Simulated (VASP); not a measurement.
Runs of VASP 6.6.1 on P3C. The structure is that of space group Im-3m (No. 229), or close to it. The cells are those of the table. The cell was built from a structure type or drawn by symmetry, and may not be a known phase.

| task | cell | k mesh | gap on the mesh (eV) | pressure (GPa) | relaxed volume (Å³/atom) |
| --- | --- | --- | --- | --- | --- |
| single point | a = 4.585 Å, angles 109.5°, 4 atoms | 4 × 4 × 4 | none | -22.1 | - |
| relaxation of cell and atoms | relaxed from a = 4.585 Å, angles 109.5°, 4 atoms | 4 × 4 × 4 | none | -0.2 | (b) |
| single point | a = 3.966 Å, angles 109.5°, 4 atoms | 4 × 4 × 4 | none | -0.6 | - |
| single point | a = 3.963 Å, angles 109.5°, 4 atoms | 6 × 6 × 6 | none | -0.5 | - |
| relaxation of cell and atoms | relaxed from a = 3.966 Å, angles 109.5°, 4 atoms | 6 × 6 × 6 | none | 0.4 | (a) |

Alike in all rows: level PBE; potentials or basis VASP PAW PBE potentials, release 64 (P, C); no spin polarisation; cutoff (eV) 600; smearing gaussian 0.1 eV.

Task: Fill in the values left out.

Result: (a) 11.90; (b) 11.97.

Caveats: some runs use coarse meshes; the volume moved by over 15 % at a fixed basis, so the end points are rough (at least some runs).

A gap of «none» marks levels without a gap at the run's occupations.
